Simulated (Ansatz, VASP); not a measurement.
**One calculation of Pd, two programs**

File INCAR:

```
SYSTEM = Pd
PREC     = Accurate       ! precision mode
ENCUT    = 520            ! plane-wave cutoff, eV
EDIFF    = 1E-7           ! SCF threshold, eV
ISMEAR   = -1             ! smearing method
SIGMA    = 0.05           ! smearing width, eV
LREAL    = .False.        ! projectors in reciprocal space
LASPH    = .True.         ! aspherical terms in the spheres
NELM     = 150            ! most SCF steps
ALGO     = Normal         ! electronic algorithm
ISIF     = 2              ! what is computed and relaxed
LWAVE    = .False.        ! write WAVECAR
LCHARG   = .False.        ! write CHGCAR
ISPIN    = 2              ! spin polarisation
MAGMOM   = 0.5 -0.5       ! initial moments
LORBIT   = 11             ! projections on sites
LMAXMIX  = 4              ! l up to which the mixer works
GGA      = CA             ! functional
NBANDS   = 21             ! bands
```

Contents of KPOINTS:

```
Automatic mesh
0
Gamma
  19 19 14
  0 0 0
```

File POSCAR:

```
Pd
1.0
    2.6071752119      0.0000000000      0.0000000000
    0.0000000000      2.6071752119      0.0000000000
    0.0000000000      0.0000000000      3.6652559870
Pd
2
Direct
    1.0000000000      0.0000000000      0.0000000000
    0.5000000000      0.5000000000      0.5000000000
```

Input for Ansatz:

```yaml
crystal:
  lattice:
    - [2.6071752119, 0.0, 0.0]
    - [0.0, 2.6071752119, 0.0]
    - [0.0, 0.0, 3.665255987]
  atoms:
    - { symbol: Pd, position: [1.0, 0.0, 0.0], spin: 0.5 }
    - { symbol: Pd, position: [0.5, 0.5, 0.5], spin: -0.5 }
hamiltonian:
  xc: lda
  pseudopotentials:
    kind: paw
    azcp:
      Pd: "pseudopotentials/Pd.paw.azcp"
basis:
  ecutwfc: 420
  fft_grid_basis: typed
kpoints:
  mp_grid: { grid: [19, 19, 14], shift: [0, 0, 0] }
magnetization:
  spin_polarized: true
scf:
  occupations: { method: fermi_dirac, width: 0.05 }
output:
  stress: true
```

Alike in both runs: task single point; functional LDA; k mesh 19 × 19 × 14; occupations fermi-dirac, width 0.05 eV; collinear spin.

```csv
,VASP,Ansatz
version,VASP 6.6.1,Ansatz 0.2.0
potentials or method,"VASP PAW LDA potentials, release 64 (Pd), cutoff 520 eV","plane waves (420 eV) with PAW, scalar-relativistic"
valence electrons in the cell,20,36
```

```tsv
	VASP	Ansatz	Ansatz less VASP
net moment per atom (μB)	0.00	0.00	0.000
```

Ansatz warns that its potentials were made for another functional, while VASP's fit it. LDA's correlation is that of Perdew and Zunger in VASP and of Perdew and Wang (1992) in Ansatz. VASP's potentials hold 20 valence electrons a cell and Ansatz's 36, so a difference there can come from the potentials and not from the codes. Ansatz's warnings: seeded moment not kept.
